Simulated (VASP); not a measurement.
# LiBC3 (Pm-3m) in VASP: notebook

LiBC3 is run at these levels: PBE; tasks: single point, relaxation of cell and atoms.

All numbers are computed with VASP 6.6.1; they aren't measurements. Logs are shortened: lines on timing, memory, paths and dates and some standing lists are left out, and cuts for length are marked.

## 1. The cell of the first run

It takes space group Pm-3m (No. 221, cubic). The conventional cell has a = 3.426 Å, b = 3.426 Å, c = 3.426 Å, α = 90.00°, β = 90.00°, γ = 90.00°. Li (site symmetry m-3m) has 12 C at 2.42 Å and 8 B at 2.97 Å within 3.2 Å. B (site symmetry m-3m) has 6 C at 1.71 Å within 2.3 Å. Within 2.3 Å of C (site symmetry 4/mmm) lie 2 B at 1.71 Å.

## 2. Single point, PBE

Contents of INCAR:

```
PREC = Accurate
ENCUT = 520
EDIFF = 1E-6
ISMEAR = 0
SIGMA = 0.1
LREAL = False
LASPH = True
NELM = 100
ALGO = Normal
ISIF = 2
LWAVE = False
LCHARG = False
GGA = PE
NBANDS = 17
```

Contents of KPOINTS:

```
Automatic mesh
0
Gamma
  12 12 12
```

Contents of POSCAR:

```
LiBC3
1.0
    3.4257872078      0.0000000000      0.0000000000
    0.0000000000      3.4257872078      0.0000000000
    0.0000000000      0.0000000000      3.4257872078
Li B C
1 1 3
Direct
    0.0000000000      0.0000000000      0.0000000000
    0.5000000000      0.5000000000      0.5000000000
    0.0000000000      0.5000000000      0.5000000000
    0.5000000000      0.0000000000      0.5000000000
    0.5000000000      0.5000000000      0.0000000000
```

Potentials or basis: VASP PAW PBE potentials, release 64 (Li_sv, B, C).

Launch:

```sh
cat potpaw_PBE.64/Li_sv/POTCAR potpaw_PBE.64/B/POTCAR potpaw_PBE.64/C/POTCAR > POTCAR
mpirun -np 1 vasp_std > vasp.out
```

OUTCAR:

```text
PREC = Accurate
   ENCUT = 520
   EDIFF = 1E-6
   ISMEAR = 0
   LREAL = False
   LASPH = True
   NELM = 100
   ISIF = 2
   GGA = PE

 ion  position               nearest neighbor table
   1  0.000  0.000  0.000-
   2  0.500  0.500  0.500-   3 1.71   4 1.71   5 1.71   5 1.71   4 1.71   3 1.71
   3  0.000  0.500  0.500-   2 1.71   2 1.71
   4  0.500  0.000  0.500-   2 1.71   2 1.71
   5  0.500  0.500  0.000-   2 1.71   2 1.71

  LATTYP: Found a simple cubic cell.
 ALAT       =     3.4257872078

  Lattice vectors:

 A1 = (   3.4257872078,   0.0000000000,   0.0000000000)
 A2 = (   0.0000000000,   3.4257872078,   0.0000000000)
 A3 = (   0.0000000000,   0.0000000000,   3.4257872078)

Analysis of symmetry for initial positions (statically):
=====================================================================
 Subroutine PRICEL returns:
 Original cell was already a primitive cell.

 Routine SETGRP: Setting up the symmetry group for a
 simple cubic supercell.

 Subroutine GETGRP returns: Found 48 space group operations
 (whereof 48 operations were pure point group operations)
 out of a pool of 48 trial point group operations.

The static configuration has the point symmetry O_h .

Analysis of symmetry for dynamics (positions and initial velocities):
=====================================================================
 Subroutine PRICEL returns:
 Original cell was already a primitive cell.

 Routine SETGRP: Setting up the symmetry group for a
 simple cubic supercell.

 Subroutine GETGRP returns: Found 48 space group operations
 (whereof 48 operations were pure point group operations)
 out of a pool of 48 trial point group operations.

The dynamic configuration has the point symmetry O_h .

 Subroutine INISYM returns: Found 48 space group operations
 (whereof 48 operations are pure point group operations),
 and found     1 'primitive' translations

----------------------------------------------------------------------------------------

                                     Primitive cell

  volume of cell :      40.2051

  direct lattice vectors                    reciprocal lattice vectors
     3.425787208  0.000000000  0.000000000     0.291903711  0.000000000  0.000000000
     0.000000000  3.425787208  0.000000000     0.000000000  0.291903711  0.000000000
     0.000000000  0.000000000  3.425787208     0.000000000  0.000000000  0.291903711

  length of vectors
     3.425787208  3.425787208  3.425787208     0.291903711  0.291903711  0.291903711

  position of ions in fractional coordinates (direct lattice)
     0.000000000  0.000000000  0.000000000
     0.500000000  0.500000000  0.500000000
     0.000000000  0.500000000  0.500000000
     0.500000000  0.000000000  0.500000000
     0.500000000  0.500000000  0.000000000

  ion indices of the primitive-cell ions
   primitive index   ion index
                 1           1
                 2           2
                 3           3
                 4           4
                 5           5

----------------------------------------------------------------------------------------

 KPOINTS: Automatic mesh

Automatic generation of k-mesh.
 Grid dimensions read from file:
 generate k-points for:   12   12   12

 Generating k-lattice:

  Cartesian coordinates                     Fractional coordinates (reciprocal lattice)
     0.024325309  0.000000000  0.000000000     0.083333333  0.000000000  0.000000000
     0.000000000  0.024325309  0.000000000     0.000000000  0.083333333  0.000000000
     0.000000000  0.000000000  0.024325309     0.000000000  0.000000000  0.083333333

  Length of vectors
     0.024325309  0.024325309  0.024325309

  Shift w.r.t. Gamma in fractional coordinates (k-lattice)
     0.000000000  0.000000000  0.000000000

 Subroutine IBZKPT returns following result:
 ===========================================

 Found     84 irreducible k-points:

 Following reciprocal coordinates:
            Coordinates               Weight
  0.000000  0.000000  0.000000      1.000000
  0.083333  0.000000  0.000000      6.000000
  0.166667  0.000000  0.000000      6.000000
  0.250000  0.000000  0.000000      6.000000
  0.333333  0.000000  0.000000      6.000000
  0.416667  0.000000  0.000000      6.000000
[... 16 lines left out ...]
  0.333333  0.333333  0.000000     12.000000
  0.416667  0.333333  0.000000     24.000000
 [... further k-points ...]
   k-points           NKPTS =     84   k-points in BZ     NKDIM =     84   number of bands    NBANDS=     17
   number of dos      NEDOS =    301   number of ions     NIONS =      5
   total plane-waves  NPLWV =  21952
   dimension x,y,z NGX =    28 NGY =   28 NGZ =   28
   dimension x,y,z NGXF=    56 NGYF=   56 NGZF=   56
   ions per type =               1   1   3
   NGX,Y,Z   is equivalent  to a cutoff of  13.59, 13.59, 13.59 a.u.
   NGXF,Y,Z  is equivalent  to a cutoff of  27.18, 27.18, 27.18 a.u.
 SYSTEM =  unknown system
   PREC   = accura    normal or accurate (medium, high low for compatibility)
   ISTART =      0    job   : 0-new  1-cont  2-samecut
   ICHARG =      2    charge: 1-file 2-atom 10-const
   ISPIN  =      1    spin polarized calculation?
   LNONCOLLINEAR =      F non collinear calculations
   LSORBIT =      F    spin-orbit coupling
   LASPH  =      T    aspherical Exc in radial PAW
   ENCUT  =  520.0 eV  38.22 Ry    6.18 a.u.   6.37  6.37  6.37*2*pi/ulx,y,z
   NELM   =    100;   NELMIN=  2; NELMDL= -5     # of ELM steps
   EDIFF  = 0.1E-05   stopping-criterion for ELM
   LREAL  =      F    real-space projection
[... 7 lines left out ...]
   TEBEG  =    0.0;   TEEND  =   0.0 temperature during run
   PSTRESS=    0.0 pullay stress
   NELECT =      18.0000    total number of electrons
   NUPDOWN=      -1.0000    fix difference up-down
   EMIN   =  10.00;   EMAX   =-10.00  energy-range for DOS
   EFERMI =   0.00;   METHOD = LEGACY
   ISMEAR =     0;   SIGMA  =   0.10  broadening in eV -4-tet -1-fermi 0-gaus
   EFERMI_NEDOS =   21; number of points for ismear=-14 and -15
   IALGO  =     38    algorithm
   IMIX   =      4    mixing-type and parameters
     AMIX     =   0.40;   BMIX     =  1.00
     AMIX_MAG =   1.60;   BMIX_MAG =  1.00
  volume/ion in A,a.u.               =       8.04        54.26
  Fermi-wavevector in a.u.,A,eV,Ry     =   1.252387  2.366669 21.340380  1.568474
  Thomas-Fermi vector in A             =   2.386290
   LORBIT       =      0    0 simple, 1 ext, 2 COOP (PROOUT), +10 PAW based schemes
   GGA     = PE    functional components
   LHFCALC =     F    Hartree Fock is set to
   AEXX    =    0.0000 exact exchange contribution
   IVDW    =     0    specifies the selected vdW correction
   LEPSILON=     F    determine dielectric tensor
   LRPA    =     F    only Hartree local field effects (RPA)
 non-spin polarized calculation
 Gauss-broadening in eV      SIGMA  =   0.10
  energy-cutoff  :      520.00
  volume of cell :       40.21
 maximum number of plane-waves:      1108
 NGX is ok and might be reduce to    28
   NGX = 13   NGY = 13   NGZ = 13

 number of electron      17.9999999 magnetization

 Free energy of the ion-electron system (eV)
  ---------------------------------------------------
  ext. energy  EPLUGINS =         0.00000000
  ---------------------------------------------------
  free energy    TOTEN  =       -25.96887369 eV

  energy without entropy =      -25.95984048  energy(sigma->0) =      -25.96435709

 E-fermi :   5.6189     XC(G=0): -11.2410

 val. band max:        5.6182001155   @ k =   0.5000   0.0833   0.0000
 cond. band min:       5.6229479303   @ k =   0.5000   0.5000   0.0000
 fundamental gap:      0.0047478148
 Fermi energy:         5.6189414254

 k-point     1 :       0.0000    0.0000    0.0000
  band No.  band energies     occupation
      1     -40.0768      2.00000
      2     -10.9719      2.00000
      3      -1.8344      2.00000
      4      -1.8344      2.00000
      5      -1.8344      2.00000
      6      -1.4143      2.00000
[... 9 lines left out ...]
     16      18.2509      0.00000
     17      18.7488      0.00000

 k-point     2 :       0.0833    0.0000    0.0000
  band No.  band energies     occupation
      1     -40.0767      2.00000
      2     -10.9152      2.00000
      3      -2.8776      2.00000
      4      -1.7868      2.00000
      5      -1.7868      2.00000
      6      -1.3870      2.00000
[... 9 lines left out ...]
     16      18.4964      0.00000
     17      18.7380      0.00000

 k-point     3 :       0.1667    0.0000    0.0000
  band No.  band energies     occupation
      1     -40.0763      2.00000
      2     -10.7481      2.00000
      3      -4.0474      2.00000
      4      -1.6503      2.00000
      5      -1.6503      2.00000
      6      -1.3101      2.00000
[... 9 lines left out ...]
     16      18.5264      0.00000
     17      18.5265      0.00000

 k-point     4 :       0.2500    0.0000    0.0000
  band No.  band energies     occupation
      1     -40.0758      2.00000
      2     -10.4821      2.00000
      3      -5.1223      2.00000
      4      -1.4462      2.00000
      5      -1.4462      2.00000
      6      -1.1992      2.00000
[... 9 lines left out ...]
     16      18.1837      0.00000
     17      18.1837      0.00000

 k-point     5 :       0.3333    0.0000    0.0000
  band No.  band energies     occupation
      1     -40.0752      2.00000
      2     -10.1470      2.00000
      3      -6.0480      2.00000
      4      -1.2159      2.00000
      5      -1.2159      2.00000
      6      -1.0804      2.00000
[... 9 lines left out ...]
     16      17.8297      0.00000
     17      17.8297      0.00000

 k-point     6 :       0.4167    0.0000    0.0000
  band No.  band energies     occupation
      1     -40.0748      2.00000
      2      -9.8191      2.00000
      3      -6.7348      2.00000
      4      -1.0249      2.00000
      5      -1.0249      2.00000
      6      -0.9877      2.00000
[... 9 lines left out ...]
     16      17.5725      0.00000
     17      17.5725      0.00000

 k-point     7 :       0.5000    0.0000    0.0000
  band No.  band energies     occupation
      1     -40.0747      2.00000
      2      -9.6659      2.00000
      3      -7.0084      2.00000
      4      -0.9524      2.00000
      5      -0.9490      2.00000
      6      -0.9490      2.00000
[... 9 lines left out ...]
     16      17.4789      0.00000
     17      17.4789      0.00000

 k-point     8 :       0.0833    0.0833    0.0000
  band No.  band energies     occupation
      1     -40.0766      2.00000
      2     -10.8583      2.00000
      3      -3.0491      2.00000
      4      -2.5552      2.00000
      5      -1.7391      2.00000
      6      -0.7319      2.00000
[... 9 lines left out ...]
     16      18.3963      0.00000
     17      18.4776      0.00000
[... 203 lines left out ...]
      1     -40.0746      2.00000
      2      -9.9784      2.00000
      3      -5.1517      2.00000
      4      -4.2864      2.00000
      5      -1.0579      2.00000
      6       0.6856      2.00000
[... 9 lines left out ...]
     16      16.9590      0.00000
     17      17.5558      0.00000

 k-point    20 :       0.3333    0.2500    0.0000
  band No.  band energies     occupation
      1     -40.0741      2.00000
      2      -9.6292      2.00000
      3      -5.7937      2.00000
      4      -4.3845      2.00000
      5      -0.8272      2.00000
      6       0.9332      2.00000
[... 9 lines left out ...]
     16      16.1322      0.00000
     17      17.4781      0.00000

 k-point    21 :       0.4167    0.2500    0.0000
  band No.  band energies     occupation
      1     -40.0737      2.00000
      2      -9.2801      2.00000
      3      -6.4416      2.00000
      4      -4.2863      2.00000
      5      -0.6355      2.00000
      6       1.0988      2.00000
[... 9 lines left out ...]
     16      15.7291      0.00000
     17      17.4388      0.00000

 k-point    22 :       0.5000    0.2500    0.0000
  band No.  band energies     occupation
      1     -40.0735      2.00000
      2      -9.1122      2.00000
      3      -6.7169      2.00000
      4      -4.2376      2.00000
      5      -0.5592      2.00000
      6       1.1666      2.00000
[... 9 lines left out ...]
     16      15.5944      0.00000
     17      17.4242      0.00000

 k-point    23 :       0.3333    0.3333    0.0000
  band No.  band energies     occupation
      1     -40.0735      2.00000
      2      -9.2655      2.00000
      3      -5.8235      2.00000
      4      -5.1136      2.00000
      5      -0.5958      2.00000
      6       1.2016      2.00000
[... 9 lines left out ...]
     16      15.7049      0.00000
     17      17.3975      0.00000

 k-point    24 :       0.4167    0.3333    0.0000
  band No.  band energies     occupation
      1     -40.0731      2.00000
      2      -8.8935      2.00000
      3      -6.2817      2.00000
      4      -5.2329      2.00000
      5      -0.4034      2.00000
      6       1.0393      2.00000
[... 9 lines left out ...]
     16      15.0334      0.00000
     17      17.4090      0.00000

 [... further k-points ...]
[... 5 lines left out ...]
  --------------------------------------------------------------------------------------
  -------------------------------------------------------------------------------------
  Total       -0.0186301     -0.0186301     -0.0186301      0.0000000      0.0000000      0.0000000
  in kB       -0.7424122     -0.7424122     -0.7424122      0.0000000      0.0000000      0.0000000
  external PRESSURE =      -0.7424122 kB  Pullay stress =       0.0000000 kB

 VOLUME and BASIS-vectors are now :
 -----------------------------------------------------------------------------
  energy-cutoff  :      520.00
  volume of cell :       40.21
      direct lattice vectors                 reciprocal lattice vectors
     3.425787208  0.000000000  0.000000000     0.291903711  0.000000000  0.000000000
     0.000000000  3.425787208  0.000000000     0.000000000  0.291903711  0.000000000
     0.000000000  0.000000000  3.425787208     0.000000000  0.000000000  0.291903711

 POSITION                                       TOTAL-FORCE (eV/Angst)
 -----------------------------------------------------------------------------------
      0.00000      0.00000      0.00000         0.000000      0.000000      0.000000
      1.71289      1.71289      1.71289         0.000000      0.000000      0.000000
      0.00000      1.71289      1.71289         0.000000      0.000000      0.000000
      1.71289      0.00000      1.71289         0.000000      0.000000      0.000000
      1.71289      1.71289      0.00000         0.000000      0.000000      0.000000
 -----------------------------------------------------------------------------------
    total drift:                                0.000000      0.000000      0.000000

  FREE ENERGIE OF THE ION-ELECTRON SYSTEM (eV)
  ---------------------------------------------------
  free  energy   TOTEN  =       -25.9688736912 eV

  energy  without entropy=      -25.9598404825  energy(sigma->0) =      -25.96435709
```

Run time: 80 s. Hardware: 1 thread of Oxide Virtual Turin-like, shared host; peak memory 0.15 GiB.

Results:

```
Free energy            : -25.9689 eV
Band gap on the k mesh : zero (band 9 reaches 8.20 eV, above the bottom of band 10 at 4.02 eV)
```

Caveat: the cutoff is under 1.25 times the usual one of these potentials, so pressure, stress and relaxed cells hold a basis-set (Pulay) error.

(Part 1 of 2 ends here.)
